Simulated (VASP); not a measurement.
**CuI: vibrations by perturbation theory with PBEsol**

Crystal: CuI.

```
CELL_PARAMETERS angstrom
4.02290 0.00000 0.00000
0.00000 4.02290 0.00000
0.00000 0.00000 5.65060
ATOMIC_POSITIONS crystal
Cu 0.00000 0.00000 0.00000
Cu 0.50000 0.50000 0.00000
I 0.00000 0.50000 0.29130
I 0.50000 0.00000 0.70870
```

```
Program                : VASP 6.6.1
Task                   : vibrations by perturbation theory
Functional             : PBEsol
Potentials or basis    : VASP PAW PBE potentials, release 64 (Cu, I)
Cutoff                 : 520 eV
k mesh                 : 4 × 4 × 4
Occupations            : gaussian, width 0.01 eV
Spin                   : no spin polarisation
Dipole correction      : no
Further INCAR settings : ALGO = Normal; EDIFF = 1e-08; NBANDS = 26; IBRION = 8; NSW = 1
```

| Quantity | Value |
| --- | --- |
| Highest phonon frequency at Γ, LO-TO splitting left out | 166 cm⁻¹ |

Phonon frequencies in cm⁻¹ (negative: imaginary):
| q point | frequencies |
| --- | --- |
| (0.000, 0.000, 0.000) | 0 0 0 22 22 113 113 124 148 148 150 166 |

Wall time 12 min on 1 thread of Intel Xeon 8259CL (shared host), peak memory 0.38 GiB.

Caveat: the k points lie up to 0.39 Å⁻¹ apart; the cell stands under pressure or tension, which shifts response properties.
